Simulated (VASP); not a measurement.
Write the native input for VASP 6.6.1 that does the following.

```yaml
Task: single point
Functional: PBE
Potentials_or_basis: VASP PAW PBE potentials, release 64 (Al, As)
Cutoff: 520 eV
k_mesh: 4 × 4 × 4
Occupations: gaussian, width 0.1 eV
Spin: no spin polarisation
Dipole_correction: no
Further_INCAR_settings: ALGO = Normal; EDIFF = 1e-06; NBANDS = 23
```

The structure of AlAs5 lies in POSCAR:

```
AlAs5
1.0
   -2.6746490600      2.6746490600      5.1303704700
    2.6746490600     -2.6746490600      5.1303704700
    2.6746490600      2.6746490600     -5.1303704700
Al As
1 5
Direct
    0.5000000000      0.5000000000      0.0000000000
    0.5000000000      0.5000000000      0.5000000000
    0.0000000000      0.0000000000      0.5000000000
    0.5000000000      0.0000000000      0.0000000000
    0.0000000000      0.5000000000      0.0000000000
    0.0000000000      0.0000000000      0.0000000000
```

One way to write it, as run:

INCAR

```
PREC     = Accurate       # precision mode
ENCUT    = 520            # plane-wave cutoff, eV
EDIFF    = 1E-6           # SCF threshold, eV
ISMEAR   = 0              # smearing method
SIGMA    = 0.1            # smearing width, eV
LREAL    = False          # projectors in reciprocal space
LASPH    = True           # aspherical terms in the spheres
NELM     = 100            # most SCF steps
ALGO     = Normal         # electronic algorithm
ISIF     = 2              # what is computed and relaxed
LWAVE    = False          # write WAVECAR
LCHARG   = True           # write CHGCAR
GGA      = PE             # functional
LELF     = True           # ELF
LVHAR    = True         
NBANDS   = 23             # bands
```

KPOINTS

```
regular mesh
0
Gamma
  4 4 4
```

Potentials or basis: VASP PAW PBE potentials, release 64 (Al, As).

Launch:

```sh
$ cat potpaw_PBE.64/Al/POTCAR potpaw_PBE.64/As/POTCAR > POTCAR
$ mpirun -np 1 vasp_std > vasp.out
```

Results of the run:

The pressure is -3.7 GPa and the band gap on the k mesh is zero (band 14 reaches 6.03 eV, above the bottom of band 15 at 3.16 eV).

Caveat: the k points lie up to 0.42 Å⁻¹ apart.

It took 29 s on 1 thread of Intel(R) Xeon(R) 6975P-C (Granite Rapids), on a shared host, peak memory 0.31 GiB.
